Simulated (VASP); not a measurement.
# MgSe (Fm-3m) in VASP: single point with PBE+D4

Aim: the single point of MgSe with PBE+D4.

All numbers are computed with VASP 6.6.1; they aren't measurements. Logs are shortened: lines on timing, memory, paths and dates and some standing lists are left out, and cuts for length are marked.

### 1 The cell of the first run

It takes space group Fm-3m (No. 225, cubic). The conventional cell has a = 5.523 Å, b = 5.523 Å, c = 5.523 Å, α = 90.00°, β = 90.00°, γ = 90.00°. Mg (site symmetry m-3m) has 6 Se at 2.76 Å within 3.6 Å. Within 3.6 Å of Se (site symmetry m-3m) lie 6 Mg at 2.76 Å.

### 2 Single point, PBE+D4

Contents of INCAR:

```
SYSTEM = MgSe
PREC = Accurate ; ENCUT = 600
EDIFF = 1E-6 ; ISMEAR = 0
SIGMA = 0.01 ; LREAL = .FALSE.
LASPH = .TRUE. ; NELM = 120
ALGO = Normal ; ISIF = 2
LWAVE = .FALSE. ; LCHARG = .TRUE.
GGA = PE ; IVDW = 13
LELF = .TRUE. ; LVHAR = .TRUE.
NBANDS = 11 ; GGA_COMPAT = .FALSE.
```

Contents of KPOINTS:

```
Automatic mesh
0
G
  5 5 5
  0 0 0
```

Contents of POSCAR:

```
MgSe
1.0
    0.0000000000      2.7613659551      2.7613659551
    2.7613659551      0.0000000000      2.7613659551
    2.7613659551      2.7613659551      0.0000000000
Mg Se
1 1
Direct
    0.0000000000      0.0000000000      0.0000000000
    0.5000000000      0.5000000000      0.5000000000
```

Potentials or basis: VASP PAW PBE potentials, release 64 (Mg, Se).

Command:

```
cat potpaw_PBE.64/Mg/POTCAR potpaw_PBE.64/Se/POTCAR > POTCAR
mpirun -np 1 vasp_std > vasp.out
```

OUTCAR:

```text
SYSTEM = MgSe
   PREC = Accurate
   ENCUT = 600
   EDIFF = 1E-6
   ISMEAR = 0
   LREAL = .FALSE.
   LASPH = .TRUE.
   NELM = 120
   ISIF = 2
   GGA = PE
   IVDW = 13

 ion  position               nearest neighbor table
   1  0.000  0.000  0.000-   2 2.76   2 2.76   2 2.76   2 2.76   2 2.76   2 2.76
   2  0.500  0.500  0.500-   1 2.76   1 2.76   1 2.76   1 2.76   1 2.76   1 2.76

  LATTYP: Found a face centered cubic cell.
 ALAT       =     5.5227319102

  Lattice vectors:

 A1 = (   0.0000000000,   2.7613659551,   2.7613659551)
 A2 = (   2.7613659551,   0.0000000000,   2.7613659551)
 A3 = (   2.7613659551,   2.7613659551,   0.0000000000)

Analysis of symmetry for initial positions (statically):
=====================================================================
 Subroutine PRICEL returns:
 Original cell was already a primitive cell.

 Routine SETGRP: Setting up the symmetry group for a
 face centered cubic supercell.

 Subroutine GETGRP returns: Found 48 space group operations
 (whereof 48 operations were pure point group operations)
 out of a pool of 48 trial point group operations.

The static configuration has the point symmetry O_h .

Analysis of symmetry for dynamics (positions and initial velocities):
=====================================================================
 Subroutine PRICEL returns:
 Original cell was already a primitive cell.

 Routine SETGRP: Setting up the symmetry group for a
 face centered cubic supercell.

 Subroutine GETGRP returns: Found 48 space group operations
 (whereof 48 operations were pure point group operations)
 out of a pool of 48 trial point group operations.

The dynamic configuration has the point symmetry O_h .

 Subroutine INISYM returns: Found 48 space group operations
 (whereof 48 operations are pure point group operations),
 and found     1 'primitive' translations

----------------------------------------------------------------------------------------

                                     Primitive cell

  volume of cell :      42.1116

  direct lattice vectors                    reciprocal lattice vectors
     0.000000000  2.761365955  2.761365955    -0.181069807  0.181069807  0.181069807
     2.761365955  0.000000000  2.761365955     0.181069807 -0.181069807  0.181069807
     2.761365955  2.761365955  0.000000000     0.181069807  0.181069807 -0.181069807

  length of vectors
     3.905161184  3.905161184  3.905161184     0.313622105  0.313622105  0.313622105

  position of ions in fractional coordinates (direct lattice)
     0.000000000  0.000000000  0.000000000
     0.500000000  0.500000000  0.500000000

  ion indices of the primitive-cell ions
   primitive index   ion index
                 1           1
                 2           2

----------------------------------------------------------------------------------------

 KPOINTS: Automatic mesh

Automatic generation of k-mesh.
 Grid dimensions read from file:
 generate k-points for:    5    5    5

 Generating k-lattice:

  Cartesian coordinates                     Fractional coordinates (reciprocal lattice)
    -0.036213961  0.036213961  0.036213961     0.200000000  0.000000000  0.000000000
     0.036213961 -0.036213961  0.036213961     0.000000000  0.200000000  0.000000000
     0.036213961  0.036213961 -0.036213961     0.000000000  0.000000000  0.200000000

  Length of vectors
     0.062724421  0.062724421  0.062724421

  Shift w.r.t. Gamma in fractional coordinates (k-lattice)
     0.000000000  0.000000000  0.000000000

 Subroutine IBZKPT returns following result:
 ===========================================

 Found     10 irreducible k-points:

 Following reciprocal coordinates:
            Coordinates               Weight
  0.000000  0.000000  0.000000      1.000000
  0.200000  0.000000  0.000000      8.000000
  0.400000  0.000000  0.000000      8.000000
  0.200000  0.200000  0.000000      6.000000
  0.400000  0.200000  0.000000     24.000000
 -0.400000  0.200000  0.000000     24.000000
 -0.200000  0.200000  0.000000     12.000000
  0.400000  0.400000  0.000000      6.000000
 -0.400000  0.400000  0.000000     12.000000
 -0.400000  0.400000  0.200000     24.000000
   k-points           NKPTS =     10   k-points in BZ     NKDIM =     10   number of bands    NBANDS=     11
   number of dos      NEDOS =    301   number of ions     NIONS =      2
   total plane-waves  NPLWV =  32768
   dimension x,y,z NGX =    32 NGY =   32 NGZ =   32
   dimension x,y,z NGXF=    64 NGYF=   64 NGZF=   64
   ions per type =               1   1
   NGX,Y,Z   is equivalent  to a cutoff of  13.62, 13.62, 13.62 a.u.
   NGXF,Y,Z  is equivalent  to a cutoff of  27.25, 27.25, 27.25 a.u.
 SYSTEM =  MgSe
   PREC   = accura    normal or accurate (medium, high low for compatibility)
   ISTART =      0    job   : 0-new  1-cont  2-samecut
   ICHARG =      2    charge: 1-file 2-atom 10-const
   ISPIN  =      1    spin polarized calculation?
   LNONCOLLINEAR =      F non collinear calculations
   LSORBIT =      F    spin-orbit coupling
   LASPH  =      T    aspherical Exc in radial PAW
   ENCUT  =  600.0 eV  44.10 Ry    6.64 a.u.   7.80  7.80  7.80*2*pi/ulx,y,z
   NELM   =    120;   NELMIN=  2; NELMDL= -5     # of ELM steps
   EDIFF  = 0.1E-05   stopping-criterion for ELM
   LREAL  =      F    real-space projection
   EDIFFG = 0.1E-04   stopping-criterion for IOM
   NSW    =      0    number of steps for IOM
   IBRION =     -1    ionic relax: 0-MD 1-quasi-New 2-CG
   NFREE  =      0    steps in history (QN), initial steepest desc. (CG)
   ISIF   =      2    stress and relaxation
   ISYM   =      2    0-nonsym 1-usesym 2-fastsym
   POTIM  = 0.5000    time-step for ionic-motion
   TEBEG  =    0.0;   TEEND  =   0.0 temperature during run
   PSTRESS=    0.0 pullay stress
   NELECT =       8.0000    total number of electrons
   NUPDOWN=      -1.0000    fix difference up-down
   EMIN   =  10.00;   EMAX   =-10.00  energy-range for DOS
   EFERMI =   0.00;   METHOD = LEGACY
   ISMEAR =     0;   SIGMA  =   0.01  broadening in eV -4-tet -1-fermi 0-gaus
   EFERMI_NEDOS =   21; number of points for ismear=-14 and -15
   IALGO  =     38    algorithm
   IMIX   =      4    mixing-type and parameters
     AMIX     =   0.40;   BMIX     =  1.00
     AMIX_MAG =   1.60;   BMIX_MAG =  1.00
  volume/ion in A,a.u.               =      21.06       142.09
  Fermi-wavevector in a.u.,A,eV,Ry     =   0.941104  1.778428 12.050359  0.885676
  Thomas-Fermi vector in A             =   2.068582
   LORBIT       =      0    0 simple, 1 ext, 2 COOP (PROOUT), +10 PAW based schemes
   GGA     = PE    functional components
   LHFCALC =     F    Hartree Fock is set to
   AEXX    =    0.0000 exact exchange contribution
   IVDW    =    13    specifies the selected vdW correction
   LEPSILON=     F    determine dielectric tensor
   LRPA    =     F    only Hartree local field effects (RPA)
 non-spin polarized calculation
 Gauss-broadening in eV      SIGMA  =   0.01
  energy-cutoff  :      600.00
  volume of cell :       42.11
 maximum number of plane-waves:      1422
   NGX = 15   NGY = 15   NGZ = 15

 number of electron       8.0000000 magnetization

 Free energy of the ion-electron system (eV)
  ---------------------------------------------------
  ext. energy  EPLUGINS =         0.00000000
  ---------------------------------------------------
  free energy    TOTEN  =        -7.47265353 eV

  energy without entropy =       -7.47265353  energy(sigma->0) =       -7.47265353

 E-fermi :   2.9915     XC(G=0):  -9.3286

 val. band max:        2.9141790002   @ k =   0.0000   0.0000   0.0000
 cond. band min:       5.0437731708   @ k =   0.4000   0.4000   0.0000
 fundamental gap:      2.1295941706
 Fermi energy:         2.9914818706

 k-point     1 :       0.0000    0.0000    0.0000
  band No.  band energies     occupation
      1      -9.8172      2.00000
      2       2.9142      2.00000
      3       2.9142      2.00000
      4       2.9142      2.00000
      5       5.2491      0.00000
      6      10.3303      0.00000
      7      10.3303      0.00000
      8      10.3303      0.00000
      9      12.8046      0.00000
     10      12.8046      0.00000
     11      13.8376      0.00000

 k-point     2 :       0.2000    0.0000    0.0000
  band No.  band energies     occupation
      1      -9.5133      2.00000
      2       0.6648      2.00000
      3       2.7042      2.00000
      4       2.7042      2.00000
      5       6.7750      0.00000
      6      10.1038      0.00000
      7      10.2702      0.00000
      8      10.2702      0.00000
      9      11.9091      0.00000
     10      11.9091      0.00000
     11      12.9838      0.00000

 k-point     3 :       0.4000    0.0000    0.0000
  band No.  band energies     occupation
      1      -8.9091      2.00000
      2      -1.5013      2.00000
      3       2.4186      2.00000
      4       2.4186      2.00000
      5       6.7509      0.00000
      6       9.1151      0.00000
      7       9.1151      0.00000
      8      11.2699      0.00000
      9      13.3358      0.00000
     10      14.7433      0.00000
     11      14.7433      0.00000
[... 71 lines left out ...]
 k-point     9 :      -0.4000    0.4000    0.0000
  band No.  band energies     occupation
      1      -8.4834      2.00000
      2      -0.8435      2.00000
      3       0.0713      2.00000
      4       1.4395      2.00000
      5       5.5885      0.00000
      6       8.4496      0.00000
      7      12.2330      0.00000
      8      13.0316      0.00000
      9      13.4436      0.00000
     10      16.2939      0.00000
     11      18.4104      0.00000

 k-point    10 :      -0.4000    0.4000    0.2000
  band No.  band energies     occupation
      1      -8.5575      2.00000
      2      -0.7732      2.00000
      3       0.2629      2.00000
      4       1.1097      2.00000
      5       7.1181      0.00000
      6       9.4499      0.00000
      7       9.4956      0.00000
      8      12.0939      0.00000
      9      14.5992      0.00000
     10      14.9482      0.00000
     11      18.1683      0.00000

------------------------ aborting loop because EDIFF is reached ----------------------------------------

  DFT-D4 for vdW energy calculation

  Edisp (eV):   -0.58676

  FORCE on cell =-STRESS in cart. coord.  units (eV):
  Direction    XX          YY          ZZ          XY          YZ          ZX
  --------------------------------------------------------------------------------------
  -------------------------------------------------------------------------------------
  Total      -0.70453    -0.70453    -0.70453    -0.00000    -0.00000    -0.00000
  in kB     -26.80469   -26.80469   -26.80469    -0.00000    -0.00000    -0.00000
  external pressure =      -26.80 kB  Pullay stress =        0.00 kB

 VOLUME and BASIS-vectors are now :
 -----------------------------------------------------------------------------
  energy-cutoff  :      600.00
  volume of cell :       42.11
      direct lattice vectors                 reciprocal lattice vectors
     0.000000000  2.761365955  2.761365955    -0.181069807  0.181069807  0.181069807
     2.761365955  0.000000000  2.761365955     0.181069807 -0.181069807  0.181069807
     2.761365955  2.761365955  0.000000000     0.181069807  0.181069807 -0.181069807

 POSITION                                       TOTAL-FORCE (eV/Angst)
 -----------------------------------------------------------------------------------
      0.00000      0.00000      0.00000        -0.000000     -0.000000      0.000000
      2.76137      2.76137      2.76137         0.000000      0.000000     -0.000000
 -----------------------------------------------------------------------------------
    total drift:                               -0.000000     -0.000000      0.000000

  FREE ENERGIE OF THE ION-ELECTRON SYSTEM (eV)
  ---------------------------------------------------
  free  energy   TOTEN  =        -8.0594122056 eV

  energy  without entropy=       -8.0594122056  energy(sigma->0) =       -8.05941221
```

Wall time 17 s (1 thread of AMD EPYC 7R13, shared host); peak memory 0.14 GiB.

Results:

```
Free energy                : -8.0594 eV
Pressure                   : -2.7 GPa
Band gap on the k mesh     : 2.13 eV, indirect (least direct gap 2.33 eV)
Dispersion energy per atom : -0.293 eV
```

A k mesh can miss the band edges.
